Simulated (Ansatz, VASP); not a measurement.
**PbS: VASP beside Ansatz**

The input INCAR:

```
SYSTEM = PbS
ALGO     = Normal         ! electronic algorithm
EDIFF    = 1E-6           ! SCF threshold, eV
ENCUT    = 520            ! plane-wave cutoff, eV
GGA      = PE             ! functional
ISIF     = 2              ! what is computed and relaxed
ISMEAR   = -1             ! smearing method
LASPH    = .True.         ! aspherical terms in the spheres
LCHARG   = .True.         ! write CHGCAR
LELF     = .True.         ! ELF
LREAL    = .False.        ! projectors in reciprocal space
LVHAR    = .True.       
LWAVE    = .False.        ! write WAVECAR
NBANDS   = 17             ! bands
NELM     = 60             ! most SCF steps
PREC     = Accurate       ! precision mode
SIGMA    = 0.01           ! smearing width, eV
```

File KPOINTS:

```
k-points
0
Gamma
  8 8 8
  0 0 0
```

The input POSCAR:

```
PbS
1.0
    0.0000000000      2.9400828556      2.9400828556
    2.9400828556      0.0000000000      2.9400828556
    2.9400828556      2.9400828556      0.0000000000
Pb S
1 1
Direct
    0.0000000000      0.0000000000      0.0000000000
    0.5000000000      0.5000000000      0.5000000000
```

Input for Ansatz:

```yaml
crystal:
  lattice:
    - [0.0, 2.9400828556, 2.9400828556]
    - [2.9400828556, 0.0, 2.9400828556]
    - [2.9400828556, 2.9400828556, 0.0]
  atoms:
    - { symbol: Pb, position: [0.0, 0.0, 0.0] }
    - { symbol: S, position: [0.5, 0.5, 0.5] }
kpoints:
  mp_grid: { grid: [8, 8, 8] }
scf:
  occupations: { method: fermi_dirac, width: 0.01 }
hamiltonian:
  xc: pbe
  pseudopotentials: { kind: all_electron, lapw: { basis_error: 0.0005 } }
output:
  forces: true
  stress: true
  eigenvalues: true
```

Change from the starting cell: volume scaled by 0.975.

Alike in both runs: task single point; functional PBE; k mesh 8 × 8 × 8; occupations fermi-dirac, width 0.01 eV; no spin polarisation.

|  | VASP | Ansatz |
| --- | --- | --- |
| version | VASP 6.6.1 | Ansatz 0.2.0 |
| potentials or method | VASP PAW PBE potentials, release 64 (Pb_d, S), cutoff 520 eV | all-electron LAPW, scalar-relativistic |

|  | VASP | Ansatz | Ansatz less VASP |
| --- | --- | --- | --- |
| pressure (GPa) | 3.9 | 4.0 | +0.09 |

Ansatz ran all-electron here, and VASP with PAW potentials.

Spin-orbit coupling is off throughout.
